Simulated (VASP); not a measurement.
# SiCl (Cmcm) in VASP: single point with PBE

Aim: the single point of SiCl with PBE.

Everything below comes from runs of VASP 6.6.1. Logs are shortened: lines on timing, memory, paths and dates and some standing lists are left out, and cuts for length are marked.

**1. The cell of the first run**

It takes space group Cmcm (No. 63, orthorhombic). The conventional cell has a = 3.824 Å, b = 10.782 Å, c = 4.382 Å, α = 90.00°, β = 90.00°, γ = 90.00°. Within 3.7 Å of Si (site symmetry m2m) lie 7 Cl at 2.79 to 3.23 Å and 2 Si at 3.20 Å. Within 3.7 Å of Cl (site symmetry m2m) lie 7 Si at 2.79 to 3.23 Å and 2 Cl at 3.61 Å.

**2. Single point, PBE**

The input, INCAR:

```
SYSTEM = SiCl
PREC     = Accurate       ! precision mode
ENCUT    = 520            ! plane-wave cutoff, eV
EDIFF    = 1E-6           ! SCF threshold, eV
ISMEAR   = -1             ! smearing method
SIGMA    = 0.1            ! smearing width, eV
LREAL    = .False.        ! projectors in reciprocal space
LASPH    = .True.         ! aspherical terms in the spheres
NELM     = 100            ! most SCF steps
ALGO     = Normal         ! electronic algorithm
ISIF     = 2              ! what is computed and relaxed
LWAVE    = .False.        ! write WAVECAR
LCHARG   = .True.         ! write CHGCAR
GGA      = PE             ! functional
LELF     = .True.         ! ELF
LVHAR    = .True.       
NBANDS   = 19             ! bands
```

The input, KPOINTS:

```
regular mesh
0
Gamma
  9 9 8
  0 0 0
```

The input, POSCAR:

```
SiCl
1.0
    3.8237630000      0.0000000000      0.0000000000
    1.9118810000     -5.3909880000      0.0000000000
    0.0000000000      0.0000000000     -4.3820560000
Si Cl
2 2
Direct
    0.3920000000      0.2160000000      0.7500000000
    0.6080000000      0.7840000000      0.2500000000
    0.1333000000      0.7334000000      0.7500000000
    0.8667000000      0.2666000000      0.2500000000
```

Potentials or basis: VASP PAW PBE potentials, release 64 (Si, Cl).

Started as:

```
> cat potpaw_PBE.64/Si/POTCAR potpaw_PBE.64/Cl/POTCAR > POTCAR
> mpirun -np 1 vasp_std > vasp.out
```

OUTCAR:

```text
SYSTEM = SiCl
   PREC = Accurate
   ENCUT = 520
   EDIFF = 1E-6
   ISMEAR = -1
   LREAL = .False.
   LASPH = .True.
   NELM = 100
   ISIF = 2
   GGA = PE

 ion  position               nearest neighbor table
   1  0.392  0.216  0.750-   3 2.79
   2  0.608  0.784  0.250-   4 2.79
   3  0.133  0.733  0.750-   1 2.79
   4  0.867  0.267  0.250-   2 2.79

  LATTYP: Found a base centered orthorhombic cell.
 ALAT       =     3.8237630000
 B/A-ratio  =     2.8197291516
 C/A-ratio  =     1.1460061725

  Lattice vectors:

 A1 = (   1.9118820000,   5.3909880000,   0.0000000000)
 A2 = (   1.9118810000,  -5.3909880000,   0.0000000000)
 A3 = (   0.0000000000,   0.0000000000,  -4.3820560000)

Analysis of symmetry for initial positions (statically):
=====================================================================
 Subroutine PRICEL returns:
 Original cell was already a primitive cell.

 Routine SETGRP: Setting up the symmetry group for a
 base centered orthorhombic supercell.

 Subroutine GETGRP returns: Found  8 space group operations
 (whereof  4 operations were pure point group operations)
 out of a pool of  8 trial point group operations.

The static configuration has the point symmetry C_2h.
 The point group associated with its full space group is D_2h.

Analysis of symmetry for dynamics (positions and initial velocities):
=====================================================================
 Subroutine PRICEL returns:
 Original cell was already a primitive cell.

 Routine SETGRP: Setting up the symmetry group for a
 base centered orthorhombic supercell.

 Subroutine GETGRP returns: Found  8 space group operations
 (whereof  4 operations were pure point group operations)
 out of a pool of  8 trial point group operations.

The dynamic configuration has the point symmetry C_2h.
 The point group associated with its full space group is D_2h.

 Subroutine INISYM returns: Found  8 space group operations
 (whereof  4 operations are pure point group operations),
 and found     1 'primitive' translations

----------------------------------------------------------------------------------------

                                     Primitive cell

  volume of cell :      90.3311

  direct lattice vectors                    reciprocal lattice vectors
     3.823763000  0.000000000  0.000000000     0.261522485  0.092747353  0.000000000
     1.911881000 -5.390988000  0.000000000     0.000000000 -0.185494755  0.000000000
     0.000000000  0.000000000 -4.382056000     0.000000000  0.000000000 -0.228203382

  length of vectors
     3.823763000  5.719968582  4.382056000     0.277481678  0.185494755  0.228203382

  position of ions in fractional coordinates (direct lattice)
     0.392000000  0.216000000  0.750000000
     0.608000000  0.784000000  0.250000000
     0.133300000  0.733400000  0.750000000
     0.866700000  0.266600000  0.250000000

  ion indices of the primitive-cell ions
   primitive index   ion index
                 1           1
                 2           2
                 3           3
                 4           4

----------------------------------------------------------------------------------------

 KPOINTS: regular mesh

Automatic generation of k-mesh.
 Grid dimensions read from file:
 generate k-points for:    9    9    8

 Generating k-lattice:

  Cartesian coordinates                     Fractional coordinates (reciprocal lattice)
     0.029058054  0.010305261  0.000000000     0.111111111  0.000000000  0.000000000
     0.000000000 -0.020610528  0.000000000     0.000000000  0.111111111  0.000000000
     0.000000000  0.000000000 -0.028525423     0.000000000  0.000000000  0.125000000

  Length of vectors
     0.030831298  0.020610528  0.028525423

  Shift w.r.t. Gamma in fractional coordinates (k-lattice)
     0.000000000  0.000000000  0.000000000

 Subroutine IBZKPT returns following result:
 ===========================================

 Found    125 irreducible k-points:

 Following reciprocal coordinates:
            Coordinates               Weight
  0.000000  0.000000  0.000000      1.000000
  0.111111 -0.000000  0.000000      4.000000
  0.222222 -0.000000  0.000000      4.000000
  0.333333 -0.000000  0.000000      4.000000
  0.444444 -0.000000  0.000000      4.000000
  0.000000  0.111111  0.000000      2.000000
[... 16 lines left out ...]
 -0.111111  0.333333  0.000000      4.000000
  0.000000  0.444444  0.000000      2.000000
 [... further k-points ...]
   k-points           NKPTS =    125   k-points in BZ     NKDIM =    125   number of bands    NBANDS=     19
   number of dos      NEDOS =    301   number of ions     NIONS =      4
   total plane-waves  NPLWV =  48384
   dimension x,y,z NGX =    28 NGY =   48 NGZ =   36
   dimension x,y,z NGXF=    56 NGYF=   96 NGZF=   72
   ions per type =               2   2
   NGX,Y,Z   is equivalent  to a cutoff of  12.17, 13.95, 13.66 a.u.
   NGXF,Y,Z  is equivalent  to a cutoff of  24.35, 27.90, 27.32 a.u.
 SYSTEM =  SiCl
   PREC   = accura    normal or accurate (medium, high low for compatibility)
   ISTART =      0    job   : 0-new  1-cont  2-samecut
   ICHARG =      2    charge: 1-file 2-atom 10-const
   ISPIN  =      1    spin polarized calculation?
   LNONCOLLINEAR =      F non collinear calculations
   LSORBIT =      F    spin-orbit coupling
   LASPH  =      T    aspherical Exc in radial PAW
   ENCUT  =  520.0 eV  38.22 Ry    6.18 a.u.   7.11 10.64  8.15*2*pi/ulx,y,z
   NELM   =    100;   NELMIN=  2; NELMDL= -5     # of ELM steps
   EDIFF  = 0.1E-05   stopping-criterion for ELM
   LREAL  =      F    real-space projection
   EDIFFG = 0.1E-04   stopping-criterion for IOM
   NSW    =      0    number of steps for IOM
   IBRION =     -1    ionic relax: 0-MD 1-quasi-New 2-CG
   NFREE  =      0    steps in history (QN), initial steepest desc. (CG)
   ISIF   =      2    stress and relaxation
   ISYM   =      2    0-nonsym 1-usesym 2-fastsym
   POTIM  = 0.5000    time-step for ionic-motion
   TEBEG  =    0.0;   TEEND  =   0.0 temperature during run
   PSTRESS=    0.0 pullay stress
   NELECT =      22.0000    total number of electrons
   NUPDOWN=      -1.0000    fix difference up-down
   EMIN   =  10.00;   EMAX   =-10.00  energy-range for DOS
   EFERMI =   0.00;   METHOD = LEGACY
   ISMEAR =    -1;   SIGMA  =   0.10  broadening in eV -4-tet -1-fermi 0-gaus
   EFERMI_NEDOS =   21; number of points for ismear=-14 and -15
   IALGO  =     38    algorithm
   IMIX   =      4    mixing-type and parameters
     AMIX     =   0.40;   BMIX     =  1.00
     AMIX_MAG =   1.60;   BMIX_MAG =  1.00
  volume/ion in A,a.u.               =      22.58       152.40
  Fermi-wavevector in a.u.,A,eV,Ry     =   1.022359  1.931978 14.221045  1.045217
  Thomas-Fermi vector in A             =   2.156034
   LORBIT       =      0    0 simple, 1 ext, 2 COOP (PROOUT), +10 PAW based schemes
   GGA     = PE    functional components
   LHFCALC =     F    Hartree Fock is set to
   AEXX    =    0.0000 exact exchange contribution
   IVDW    =     0    specifies the selected vdW correction
   LEPSILON=     F    determine dielectric tensor
   LRPA    =     F    only Hartree local field effects (RPA)
 non-spin polarized calculation
  energy-cutoff  :      520.00
  volume of cell :       90.33
 maximum number of plane-waves:      2455
   NGX = 15   NGY = 21   NGZ = 17

 number of electron      21.9999996 magnetization

 Free energy of the ion-electron system (eV)
  ---------------------------------------------------
  ext. energy  EPLUGINS =         0.00000000
  ---------------------------------------------------
  free energy    TOTEN  =       -12.54464345 eV

  energy without entropy =      -12.45387262  energy(sigma->0) =      -12.49925803

 E-fermi :   4.9937     XC(G=0):  -9.2599

 val. band max:        4.9761323037   @ k =  -0.3333   0.1111   0.1250
 cond. band min:       5.0010129869   @ k =   0.2222   0.1111   0.1250
 fundamental gap:      0.0248806832
 Fermi energy:         4.9937308872

 k-point     1 :       0.0000    0.0000    0.0000
  band No.  band energies     occupation
      1     -11.9593      2.00000
      2     -11.2534      2.00000
      3      -2.4483      2.00000
      4      -1.4959      2.00000
      5      -1.4002      2.00000
      6      -0.8773      2.00000
[... 11 lines left out ...]
     18      10.1652      0.00000
     19      10.3941      0.00000

 k-point     2 :       0.1111   -0.0000    0.0000
  band No.  band energies     occupation
      1     -11.9165      2.00000
      2     -11.2488      2.00000
      3      -2.6522      2.00000
      4      -1.6993      2.00000
      5      -1.2443      2.00000
      6      -0.7931      2.00000
[... 11 lines left out ...]
     18      10.1602      0.00000
     19      10.6715      0.00000

 k-point     3 :       0.2222   -0.0000    0.0000
  band No.  band energies     occupation
      1     -11.8007      2.00000
      2     -11.2406      2.00000
      3      -3.1438      2.00000
      4      -2.0019      2.00000
      5      -0.9644      2.00000
      6      -0.5547      2.00000
[... 11 lines left out ...]
     18      10.8814      0.00000
     19      11.5446      0.00000

 k-point     4 :       0.3333   -0.0000    0.0000
  band No.  band energies     occupation
      1     -11.6498      2.00000
      2     -11.2433      2.00000
      3      -3.6534      2.00000
      4      -2.2849      2.00000
      5      -0.5890      2.00000
      6      -0.2152      2.00000
[... 407 lines left out ...]
     18      11.6983      0.00000
     19      11.9452      0.00000

 k-point    23 :      -0.1111    0.3333    0.0000
  band No.  band energies     occupation
      1     -11.7050      2.00000
      2     -11.4665      2.00000
      3      -3.4439      2.00000
      4      -2.0417      2.00000
      5      -0.4084      2.00000
      6       0.0307      2.00000
[... 11 lines left out ...]
     18      11.1931      0.00000
     19      11.6746      0.00000

 k-point    24 :       0.0000    0.4444    0.0000
  band No.  band energies     occupation
      1     -11.6811      2.00000
      2     -11.5411      2.00000
      3      -3.4127      2.00000
      4      -2.0339      2.00000
      5      -0.3645      2.00000
      6      -0.1227      2.00000
[... 11 lines left out ...]
     18      11.0551      0.00000
     19      11.5505      0.00000

 [... further k-points ...]
[... 5 lines left out ...]
  --------------------------------------------------------------------------------------
  -------------------------------------------------------------------------------------
  Total       -0.9471672     -1.5230849     -2.1097121     -0.0000001      0.0000000      0.0000000
  in kB      -16.7996404    -27.0145319    -37.4193740     -0.0000025      0.0000000      0.0000000
  external PRESSURE =     -27.0778488 kB  Pullay stress =       0.0000000 kB

 VOLUME and BASIS-vectors are now :
 -----------------------------------------------------------------------------
  energy-cutoff  :      520.00
  volume of cell :       90.33
      direct lattice vectors                 reciprocal lattice vectors
     3.823763000  0.000000000  0.000000000     0.261522485  0.092747353  0.000000000
     1.911881000 -5.390988000  0.000000000     0.000000000 -0.185494755  0.000000000
     0.000000000  0.000000000 -4.382056000     0.000000000  0.000000000 -0.228203382

 POSITION                                       TOTAL-FORCE (eV/Angst)
 -----------------------------------------------------------------------------------
      1.91188     -1.16445     -3.28654         0.000000      0.563223      0.000000
      3.82376     -4.22653     -1.09551        -0.000000     -0.563223      0.000000
      1.91188     -3.95375     -3.28654         0.000000      0.397513     -0.000000
      3.82376     -1.43724     -1.09551        -0.000000     -0.397513      0.000000
 -----------------------------------------------------------------------------------
    total drift:                                0.000000     -0.000000     -0.000000

  FREE ENERGIE OF THE ION-ELECTRON SYSTEM (eV)
  ---------------------------------------------------
  free  energy   TOTEN  =       -12.5446434516 eV

  energy  without entropy=      -12.4538726174  energy(sigma->0) =      -12.49925803
```

Wall time 2.6 min (1 thread of Intel Xeon Platinum 8488C (Sapphire Rapids), shared host); peak memory 0.32 GiB.

Results:

- Free energy: -12.5446 eV
- Pressure: -2.7 GPa
- Largest force: 0.563 eV/Å
- Band gap on the k mesh: zero (band 11 reaches 6.33 eV, above the bottom of band 12 at 4.18 eV)

Forces on the atoms (eV/Å):
```
Si   0.000  0.563  0.000
Si   0.000 -0.563  0.000
Cl   0.000  0.398  0.000
Cl   0.000 -0.398  0.000
```
